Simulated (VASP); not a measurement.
# BN in VASP: notebook

The runs below take BN through single point, with PBE+D3(BJ).

Everything below comes from runs of VASP 6.6.1. Logs are shortened: lines on timing, memory, paths and dates and some standing lists are left out, and cuts for length are marked.

## (1) The cell of the first run

The cell holds a slab with vacuum, 2 atoms: a = 2.512 Å, b = 2.512 Å, c = 26.000 Å, α = 90.00°, β = 90.00°, γ = 120.00°.

## (2) Single point, PBE+D3(BJ)

INCAR

```
SYSTEM = BN
  PREC = Accurate
  ENCUT = 520
  EDIFF = 1E-6
  ISMEAR = 0
  SIGMA = 0.02
  LREAL = .False.
  LASPH = .True.
  NELM = 100
  ALGO = Normal
  ISIF = 2
  LWAVE = .False.
  LCHARG = .False.
  LDIPOL = .True.
  IDIPOL = 3
  DIPOL = 0.5 0.5 0.500
  GGA = PE
  IVDW = 12
  NBANDS = 11
```

KPOINTS

```
Automatic mesh
0
Gamma
  12 12 1
  0 0 0
```

POSCAR

```
BN
1.0
    2.5120000000      0.0000000000      0.0000000000
   -1.2560000000      2.1754558143      0.0000000000
    0.0000000000      0.0000000000     26.0000000000
B N
1 1
Direct
    0.0000000000      0.0000000000      0.5082500000
    0.6666666667      0.3333333333      0.4917500000
```

Potentials or basis: VASP PAW PBE potentials, release 64 (B, N).

The run is started by

```bash
$ cat potpaw_PBE.64/B/POTCAR potpaw_PBE.64/N/POTCAR > POTCAR
$ mpirun -np 1 vasp_std > vasp.out
```

OUTCAR:

```text
SYSTEM = BN
   PREC = Accurate
   ENCUT = 520
   EDIFF = 1E-6
   ISMEAR = 0
   LREAL = .False.
   LASPH = .True.
   NELM = 100
   ISIF = 2
   GGA = PE
   IVDW = 12
 IVDW          = 12

 ion  position               nearest neighbor table
   1  0.000  0.000  0.508-   2 1.51   2 1.51   2 1.51
   2  0.667  0.333  0.492-   1 1.51   1 1.51   1 1.51

  LATTYP: Found a hexagonal cell.
 ALAT       =     2.5120000000
 C/A-ratio  =    10.3503184713

  Lattice vectors:

 A1 = (   2.5120000000,   0.0000000000,   0.0000000000)
 A2 = (  -1.2560000000,   2.1754558143,   0.0000000000)
 A3 = (   0.0000000000,   0.0000000000,  26.0000000000)

Analysis of symmetry for initial positions (statically):
=====================================================================
 Subroutine PRICEL returns:
 Original cell was already a primitive cell.

 Routine SETGRP: Setting up the symmetry group for a
 hexagonal supercell.

 Subroutine GETGRP returns: Found  6 space group operations
 (whereof  6 operations were pure point group operations)
 out of a pool of 24 trial point group operations.

The static configuration has the point symmetry C_3v.

Analysis of symmetry for dynamics (positions and initial velocities):
=====================================================================
 Subroutine PRICEL returns:
 Original cell was already a primitive cell.

 Routine SETGRP: Setting up the symmetry group for a
 hexagonal supercell.

 Subroutine GETGRP returns: Found  6 space group operations
 (whereof  6 operations were pure point group operations)
 out of a pool of 24 trial point group operations.

The dynamic configuration has the point symmetry C_3v.

 Subroutine INISYM returns: Found  6 space group operations
 (whereof  6 operations are pure point group operations),
 and found     1 'primitive' translations

----------------------------------------------------------------------------------------

                                     Primitive cell

  volume of cell :     142.0834

  direct lattice vectors                    reciprocal lattice vectors
     2.512000000  0.000000000  0.000000000     0.398089172  0.229836891  0.000000000
    -1.256000000  2.175455814  0.000000000     0.000000000  0.459673781  0.000000000
     0.000000000  0.000000000 26.000000000     0.000000000  0.000000000  0.038461538

  length of vectors
     2.512000000  2.512000000 26.000000000     0.459673781  0.459673781  0.038461538

  position of ions in fractional coordinates (direct lattice)
     0.000000000  0.000000000  0.508250000
     0.666666667  0.333333333  0.491750000

  ion indices of the primitive-cell ions
   primitive index   ion index
[... 84 lines left out ...]
   EFERMI_NEDOS =   21; number of points for ismear=-14 and -15
   IALGO  =     38    algorithm
   IMIX   =      4    mixing-type and parameters
     AMIX     =   0.40;   BMIX     =  1.00
     AMIX_MAG =   1.60;   BMIX_MAG =  1.00
  volume/ion in A,a.u.               =      71.04       479.41
  Fermi-wavevector in a.u.,A,eV,Ry     =   0.627466  1.185739  5.356804  0.393714
  Thomas-Fermi vector in A             =   1.689076
   LORBIT       =      0    0 simple, 1 ext, 2 COOP (PROOUT), +10 PAW based schemes
   GGA     = PE    functional components
   LHFCALC =     F    Hartree Fock is set to
   AEXX    =    0.0000 exact exchange contribution
   IVDW    =    12    specifies the selected vdW correction
   LEPSILON=     F    determine dielectric tensor
   LRPA    =     F    only Hartree local field effects (RPA)
 non-spin polarized calculation
 Gauss-broadening in eV      SIGMA  =   0.02
  energy-cutoff  :      520.00
  volume of cell :      142.08
 maximum number of plane-waves:      3855
 NGX is ok and might be reduce to    20
   NGX =  9   NGY =  9   NGZ = 97

 number of electron       8.0000000 magnetization

 dipolmoment           0.000000      0.000000     -0.082462 electrons x Angstroem

 Free energy of the ion-electron system (eV)
  ---------------------------------------------------
  ext. energy  EPLUGINS =         0.00000000
  ---------------------------------------------------
  free energy    TOTEN  =       -16.26928701 eV

  energy without entropy =      -16.26928701  energy(sigma->0) =      -16.26928701

 E-fermi :  -4.8427     XC(G=0):  -1.7144

 val. band max:       -4.9923167795   @ k =   0.0000   0.0000   0.0000
 cond. band min:      -1.9843035087   @ k =   0.0000   0.0000   0.0000
 fundamental gap:      3.0080132708
 Fermi energy:        -4.8427301024

 k-point     1 :       0.0000    0.0000    0.0000
  band No.  band energies     occupation
      1     -22.0495      2.00000
      2      -9.9405      2.00000
      3      -4.9923      2.00000
      4      -4.9923      2.00000
      5      -1.9843      0.00000
      6      -0.1808      0.00000
      7       0.4194      0.00000
      8       1.4527      0.00000
      9       2.1952      0.00000
     10       2.8763      0.00000
     11       2.9599      0.00000
[... 239 lines left out ...]
 k-point    19 :       0.3333    0.3333    0.0000
  band No.  band energies     occupation
      1     -18.2268      2.00000
      2     -11.6419      2.00000
      3     -11.4662      2.00000
      4      -5.0048      2.00000
      5      -1.1379      0.00000
      6       5.0414      0.00000
      7       8.2600      0.00000
      8       9.6049      0.00000
      9       9.9987      0.00000
     10      10.4205      0.00000
     11      10.4289      0.00000

------------------------ aborting loop because EDIFF is reached ----------------------------------------

 vacuum level on the upper side and lower side of the slab       (xc-potential included)        -1.346         1.329

 Edisp (eV)   -0.15275

 E8    (eV) :    -0.0490

  FORCE on cell =-STRESS in cart. coord.  units (eV):
  Direction    XX          YY          ZZ          XY          YZ          ZX
  --------------------------------------------------------------------------------------
  -------------------------------------------------------------------------------------
  Total      -0.40247    -0.40247    -2.67797     0.00000     0.00000    -0.00000
  in kB      -4.53835    -4.53835   -30.19767     0.00000     0.00000    -0.00000
  external pressure =      -13.09 kB  Pullay stress =        0.00 kB

 VOLUME and BASIS-vectors are now :
 -----------------------------------------------------------------------------
  energy-cutoff  :      520.00
  volume of cell :      142.08
      direct lattice vectors                 reciprocal lattice vectors
     2.512000000  0.000000000  0.000000000     0.398089172  0.229836891  0.000000000
    -1.256000000  2.175455814  0.000000000     0.000000000  0.459673781  0.000000000
     0.000000000  0.000000000 26.000000000     0.000000000  0.000000000  0.038461538

 POSITION                                       TOTAL-FORCE (eV/Angst)
 -----------------------------------------------------------------------------------
      0.00000      0.00000     13.21450        -0.000000      0.000000     -6.212427
      1.25600      0.72515     12.78550         0.000000      0.000000      6.212427
 -----------------------------------------------------------------------------------
    total drift:                               -0.000000      0.000000     -0.000024

  FREE ENERGIE OF THE ION-ELECTRON SYSTEM (eV)
  ---------------------------------------------------
  free  energy   TOTEN  =       -16.4220418221 eV

  energy  without entropy=      -16.4220418221  energy(sigma->0) =      -16.42204182

 vacuum level on the upper side and lower side of the slab        -0.334         2.401
```

OSZICAR:

```text
N       E                     dE             d eps       ncg     rms          rms(c)
DAV:   1     0.657953346294E+02    0.65795E+02   -0.29582E+03   426   0.502E+02
DAV:   2    -0.110262438825E+02   -0.76822E+02   -0.62935E+02   627   0.105E+02
DAV:   3    -0.180454167444E+02   -0.70192E+01   -0.70129E+01   576   0.494E+01
[... 13 lines left out ...]
DAV:  17    -0.162692522113E+02   -0.81992E-04   -0.81722E-06   503   0.870E-03    0.142E-03
DAV:  18    -0.162692769805E+02   -0.24769E-04   -0.85567E-07   505   0.318E-03    0.796E-04
DAV:  19    -0.162692832649E+02   -0.62844E-05   -0.15769E-07   519   0.188E-03    0.364E-04
DAV:  20    -0.162692864976E+02   -0.32326E-05   -0.47516E-08   485   0.814E-04    0.244E-04
DAV:  21    -0.162692870134E+02   -0.51582E-06   -0.66429E-09   528   0.445E-04
   1 F= -.16422042E+02 E0= -.16422042E+02  d E =-.795150E-28
```

Run time: 30 s. Hardware: 1 thread of AMD EPYC 9R45 (Zen 5), shared host; peak memory 0.23 GiB.

What came out:

| Quantity | Value |
| --- | --- |
| Free energy | -16.4220 eV |
| Largest force | 6.212 eV/Å |
| Band gap on the k mesh | 3.01 eV |
| Dispersion energy per atom | -0.076 eV |

Forces on the atoms (eV/Å):
```
B    0.000  0.000 -6.212
N    0.000  0.000  6.212
```

## (3) Single point, PBE+D3(BJ)

INCAR

```
SYSTEM = BN
ALGO = Normal ; DIPOL = 0.5 0.5 0.500
EDIFF = 1E-6 ; ENCUT = 520
GGA = PE ; IDIPOL = 3
ISIF = 2 ; ISMEAR = 0
IVDW = 12 ; LASPH = .True.
LCHARG = .True. ; LDIPOL = .True.
LELF = .True. ; LREAL = .False.
LVACPOTAV = .True. ; LVHAR = .True.
LWAVE = .False. ; NBANDS = 11
NELM = 60 ; PREC = Accurate
SIGMA = 0.02
```

KPOINTS

```
k-points
0
Gamma
  12 12 1
  0 0 0
```

POSCAR

```
BN
1.0
    2.5120000000      0.0000000000      0.0000000000
   -1.2560000000      2.1754558143      0.0000000000
    0.0000000000      0.0000000000     26.0000000000
B N
1 1
Direct
    0.0000000000      0.0000000000      0.5137307692
    0.6666666667      0.3333333333      0.4862692308
```

Potentials or basis: VASP PAW PBE potentials, release 64 (B, N).

The run is started by

```bash
$ cat potpaw_PBE.64/B/POTCAR potpaw_PBE.64/N/POTCAR > POTCAR
$ mpirun -np 1 vasp_std > vasp.out
```

OUTCAR:

```text
SYSTEM = BN
   EDIFF = 1E-6
   ENCUT = 520
   GGA = PE
   ISIF = 2
   ISMEAR = 0
   IVDW = 12
   LASPH = .True.
   LREAL = .False.
   NELM = 60
   PREC = Accurate
 IVDW          = 12

 ion  position               nearest neighbor table
   1  0.000  0.000  0.514-   2 1.62   2 1.62   2 1.62
   2  0.667  0.333  0.486-   1 1.62   1 1.62   1 1.62

  LATTYP: Found a hexagonal cell.
 ALAT       =     2.5120000000
 C/A-ratio  =    10.3503184713

  Lattice vectors:

 A1 = (   2.5120000000,   0.0000000000,   0.0000000000)
 A2 = (  -1.2560000000,   2.1754558143,   0.0000000000)
 A3 = (   0.0000000000,   0.0000000000,  26.0000000000)

Analysis of symmetry for initial positions (statically):
=====================================================================
 Subroutine PRICEL returns:
 Original cell was already a primitive cell.

 Routine SETGRP: Setting up the symmetry group for a
 hexagonal supercell.

 Subroutine GETGRP returns: Found  6 space group operations
 (whereof  6 operations were pure point group operations)
 out of a pool of 24 trial point group operations.

The static configuration has the point symmetry C_3v.

Analysis of symmetry for dynamics (positions and initial velocities):
=====================================================================
 Subroutine PRICEL returns:
 Original cell was already a primitive cell.

 Routine SETGRP: Setting up the symmetry group for a
 hexagonal supercell.

 Subroutine GETGRP returns: Found  6 space group operations
 (whereof  6 operations were pure point group operations)
 out of a pool of 24 trial point group operations.

The dynamic configuration has the point symmetry C_3v.

 Subroutine INISYM returns: Found  6 space group operations
 (whereof  6 operations are pure point group operations),
 and found     1 'primitive' translations

[... 117 lines left out ...]
   LEPSILON=     F    determine dielectric tensor
   LRPA    =     F    only Hartree local field effects (RPA)
 non-spin polarized calculation
 Gauss-broadening in eV      SIGMA  =   0.02
  energy-cutoff  :      520.00
  volume of cell :      142.08
 maximum number of plane-waves:      3855
 NGX is ok and might be reduce to    20
   NGX =  9   NGY =  9   NGZ = 97

 number of electron       8.0000000 magnetization

 dipolmoment           0.000000      0.000000     -0.098258 electrons x Angstroem

 Free energy of the ion-electron system (eV)
  ---------------------------------------------------
  ext. energy  EPLUGINS =         0.00000000
  ---------------------------------------------------
  free energy    TOTEN  =       -13.94101442 eV

  energy without entropy =      -13.94079406  energy(sigma->0) =      -13.94090424

 E-fermi :  -3.4335     XC(G=0):  -1.8161

 val. band max:       -3.5925921032   @ k =   0.0000   0.0000   0.0000
 cond. band min:      -3.4309639369   @ k =   0.0000   0.0000   0.0000
 fundamental gap:      0.1616281663
 Fermi energy:        -3.4335114371

 k-point     1 :       0.0000    0.0000    0.0000
  band No.  band energies     occupation
      1     -21.3180      2.00000
      2     -10.1890      2.00000
      3      -3.5926      2.00000
      4      -3.4310      0.85705
      5      -3.4310      0.85702
      6      -0.6865      0.00000
      7      -0.0064      0.00000
      8       1.0375      0.00000
      9       2.3143      0.00000
     10       2.7124      0.00000
     11       3.1834      0.00000
[... 239 lines left out ...]
 k-point    19 :       0.3333    0.3333    0.0000
  band No.  band energies     occupation
      1     -17.2386      2.00000
      2     -10.5682      2.00000
      3     -10.2033      2.00000
      4      -5.3923      2.00000
      5      -2.0573      0.00000
      6       2.5791      0.00000
      7       5.9840      0.00000
      8       9.2810      0.00000
      9       9.3780      0.00000
     10       9.7771      0.00000
     11      10.3673      0.00000

------------------------ aborting loop because EDIFF is reached ----------------------------------------

 Edisp (eV)   -0.15111

 E8    (eV) :    -0.0484

  FORCE on cell =-STRESS in cart. coord.  units (eV):
  Direction    XX          YY          ZZ          XY          YZ          ZX
  --------------------------------------------------------------------------------------
  -------------------------------------------------------------------------------------
  Total       0.03794     0.03794    -7.01884     0.00000     0.00000     0.00000
  in kB       0.42781     0.42781   -79.14668     0.00000     0.00000     0.00000
  external pressure =      -26.10 kB  Pullay stress =        0.00 kB

 VOLUME and BASIS-vectors are now :
 -----------------------------------------------------------------------------
  energy-cutoff  :      520.00
  volume of cell :      142.08
      direct lattice vectors                 reciprocal lattice vectors
     2.512000000  0.000000000  0.000000000     0.398089172  0.229836891  0.000000000
    -1.256000000  2.175455814  0.000000000     0.000000000  0.459673781  0.000000000
     0.000000000  0.000000000 26.000000000     0.000000000  0.000000000  0.038461538

 POSITION                                       TOTAL-FORCE (eV/Angst)
 -----------------------------------------------------------------------------------
      0.00000      0.00000     13.35700         0.000000      0.000000     -9.816011
      1.25600      0.72515     12.64300        -0.000000      0.000000      9.816011
 -----------------------------------------------------------------------------------
    total drift:                               -0.000000      0.000000     -0.000034

  FREE ENERGIE OF THE ION-ELECTRON SYSTEM (eV)
  ---------------------------------------------------
  free  energy   TOTEN  =       -14.0921211287 eV

  energy  without entropy=      -14.0919007752  energy(sigma->0) =      -14.09201095

 vacuum level on the upper side and lower side of the slab        -0.561         2.693
```

OSZICAR:

```text
N       E                     dE             d eps       ncg     rms          rms(c)
DAV:   1     0.610278632549E+02    0.61028E+02   -0.29148E+03   426   0.502E+02
DAV:   2    -0.992448953538E+01   -0.70952E+02   -0.57963E+02   683   0.101E+02
DAV:   3    -0.157294585767E+02   -0.58050E+01   -0.57985E+01   587   0.454E+01
[... 15 lines left out ...]
DAV:  19    -0.139409945274E+02   -0.15226E-04   -0.90480E-07   534   0.232E-03    0.659E-04
DAV:  20    -0.139410103991E+02   -0.15872E-04   -0.22371E-06   477   0.172E-03    0.320E-04
DAV:  21    -0.139410130959E+02   -0.26969E-05   -0.14833E-07   502   0.698E-04    0.187E-04
DAV:  22    -0.139410141055E+02   -0.10096E-05   -0.60389E-08   490   0.379E-04    0.129E-04
DAV:  23    -0.139410144178E+02   -0.31230E-06   -0.23687E-08   487   0.286E-04
   1 F= -.14092121E+02 E0= -.14092011E+02  d E =-.220353E-03
```

stdout:

```text
POSCAR found type information on POSCAR B N
 POSCAR found :  2 types and       2 ions
 scaLAPACK will be used
 LDA part: xc-table for (Slater+PW92), standard interpolation
 POSCAR, INCAR and KPOINTS ok, starting setup
 FFT: planning ... GRIDC
 FFT: planning ... GRID_SOFT
 FFT: planning ... GRID
 WAVECAR not read
 entering main loop
 -----------------------------------------------------------------------------
|                                                                             |
|           W    W    AA    RRRRR   N    N  II  N    N   GGGG   !!!           |
|           W    W   A  A   R    R  NN   N  II  NN   N  G    G  !!!           |
|           W    W  A    A  R    R  N N  N  II  N N  N  G       !!!           |
|           W WW W  AAAAAA  RRRRR   N  N N  II  N  N N  G  GGG   !            |
|           WW  WW  A    A  R   R   N   NN  II  N   NN  G    G                |
|           W    W  A    A  R    R  N    N  II  N    N   GGGG   !!!           |
|                                                                             |
|     Did not find any points to average over, which means that no vacuum     |
|     field-free region was found. Please increase the size of  your cell     |
|     in the dimension of the dipole correction to obtain accurate            |
|     workfunction values.                                                    |
|                                                                             |
 -----------------------------------------------------------------------------
```

It took 34 s on 1 thread of AMD EPYC 9R45 (Zen 5), shared host; peak memory 0.23 GiB.

Results:

```
Free energy                : -14.0921 eV
Largest force              : 9.816 eV/Å
Band gap on the k mesh     : zero (filled and empty bands touch)
Dispersion energy per atom : -0.076 eV
```

Forces on the atoms (eV/Å):
```
B    0.000  0.000 -9.816
N    0.000  0.000  9.816
```
